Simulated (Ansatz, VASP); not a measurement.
## Two plane-wave programs on C

```
C
1.0
     2.46498    0.00000    0.00000
    -1.23249    2.13474    0.00000
     0.00000    0.00000    6.73843
C
4
Direct
  0.00000 0.00000 0.00250
  0.00000 0.00000 0.50250
  0.33333 0.66667 0.00250
  0.66667 0.33333 0.50250
```

Alike in both runs: functional PBE; dispersion D3(BJ); k mesh 18 × 18 × 6; occupations fermi-dirac, width 0.15 eV; no spin polarisation.

Ansatz relaxed the structure, and its values are those at the end. VASP's run is a single point on that final structure, the one shown.

|  | VASP | Ansatz |
| --- | --- | --- |
| version | VASP 6.6.1 | Ansatz 0.2.0 |
| potentials or method | VASP PAW PBE potentials, release 64 (C), cutoff 520 eV | scalar-relativistic, plane waves, PAW |
| valence electrons in the cell | 16 | 16 |

Ansatz gave:

- gap on the k mesh at the Fermi level (eV): none
- pressure (GPa): 0.0

Problem. Estimate VASP's values.

Solution. gap on the k mesh at the Fermi level (eV): none; pressure (GPa): 0.4.

A gap of «none» marks a metal or a gap that the smearing closes.
